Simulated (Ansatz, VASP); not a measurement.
## Two plane-wave programs on Sr

Contents of INCAR:

```
PREC = Accurate ; ENCUT = 520
EDIFF = 1E-6 ; ISMEAR = 0
SIGMA = 0.03 ; LREAL = F
LASPH = T ; NELM = 60
ALGO = Normal ; ISIF = 2
LWAVE = F ; LCHARG = F
GGA = PS ; NBANDS = 11
```

The input KPOINTS:

```
Automatic mesh
0
Gamma
  10 10 10
```

File POSCAR:

```
Sr
1.0
    0.0000000000      3.1184087500      3.1184087500
    3.1184087500      0.0000000000      3.1184087500
    3.1184087500      3.1184087500      0.0000000000
Sr
1
Direct
    0.0000000000      0.0000000000      0.0000000000
```

Input for Ansatz:

```yaml
crystal:
  lattice:
    - [0.0, 3.11840875, 3.11840875]
    - [3.11840875, 0.0, 3.11840875]
    - [3.11840875, 3.11840875, 0.0]
  atoms:
    - { symbol: Sr, position: [0.0, 0.0, 0.0] }
basis:
  ecutwfc: 420
kpoints:
  mp_grid: { grid: [10, 10, 10] }
hamiltonian:
  xc: pbesol
scf:
  occupations: { method: gaussian, width: 0.03 }
output:
  forces: true
  stress: true
  eigenvalues: true
```

Change from the starting cell: strain +0.025 along x and y, +0.025 along z, atoms carried along.

Alike in both runs: task single point; functional PBEsol; k mesh 10 × 10 × 10; occupations gaussian, width 0.03 eV; no spin polarisation.

|  | VASP | Ansatz |
| --- | --- | --- |
| version | VASP 6.6.1 | Ansatz 0.2.0 |
| potentials or method | VASP PAW PBE potentials, release 64 (Sr_sv), cutoff 520 eV | scalar-relativistic, plane waves, PAW |
| valence electrons in the cell | 10 | 10 |

```tsv
	VASP	Ansatz	Ansatz less VASP
gap on the k mesh at the Fermi level (eV)	none	none	-
pressure (GPa)	-1.4	-1.5	-0.01
```

VASP's potentials were made for PBE, not for PBEsol. A gap of «none» marks a metal or a gap that the smearing closes. The functional is the same, so the differences come from potentials, cutoffs and numerics.
